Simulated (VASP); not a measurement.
Runs of VASP 6.6.1 on Al4N3. The structure is that of space group P3m1 (No. 156), or close to it. The cells are those of the table. 

```tsv
spin	cell	k mesh	smearing	gap on the mesh (eV)	pressure (GPa)	largest force (eV/Å)
collinear, ferromagnetic start	a = 3.112, b = 3.112, c = 9.829 Å, angles 90.0, 90.0, 120.0°, 7 atoms	6 × 6 × 2	gaussian 0.1 eV	none	-0.3	0.03
off	a = 3.112, b = 3.112, c = 9.829 Å, angles 90.0, 90.0, 120.0°, 7 atoms	6 × 6 × 2	gaussian 0.2 eV	none	-0.3	0.03
off	a = 3.113, b = 3.113, c = 9.809 Å, angles 90.0, 90.0, 120.0°, 7 atoms	12 × 12 × 2	gaussian 0.2 eV	none	-0.2	0.02
off	a = 3.054, b = 3.054, c = 9.581 Å, angles 90.0, 90.0, 120.0°, 7 atoms	12 × 12 × 4	gaussian 0.1 eV	none	10.2	0.01
off	a = 3.084, b = 3.084, c = 9.695 Å, angles 90.0, 90.0, 120.0°, 7 atoms	12 × 12 × 4	gaussian 0.1 eV	none	4.6	0.01
off	a = 3.113, b = 3.113, c = 9.809 Å, angles 90.0, 90.0, 120.0°, 7 atoms	12 × 12 × 4	gaussian 0.1 eV	none	-0.2	0.01
off	a = 2.991, b = 2.991, c = 9.350 Å, angles 90.0, 90.0, 120.0°, 7 atoms	12 × 12 × 4	gaussian 0.1 eV	none	(b)	0.01
off	a = 3.141, b = 3.141, c = 9.924 Å, angles 90.0, 90.0, 120.0°, 7 atoms	12 × 12 × 4	gaussian 0.1 eV	none	(a)	0.01
```

Alike in all rows: task single point; level PBE; potentials or basis VASP PAW PBE potentials, release 64 (Al, N); cutoff (eV) 520.

Problem. Estimate the missing entries.

Solution. (a) -4.3; (b) 24.6.

Caveats: some runs use coarse meshes.

A gap of «none» marks levels without a gap at the run's occupations.
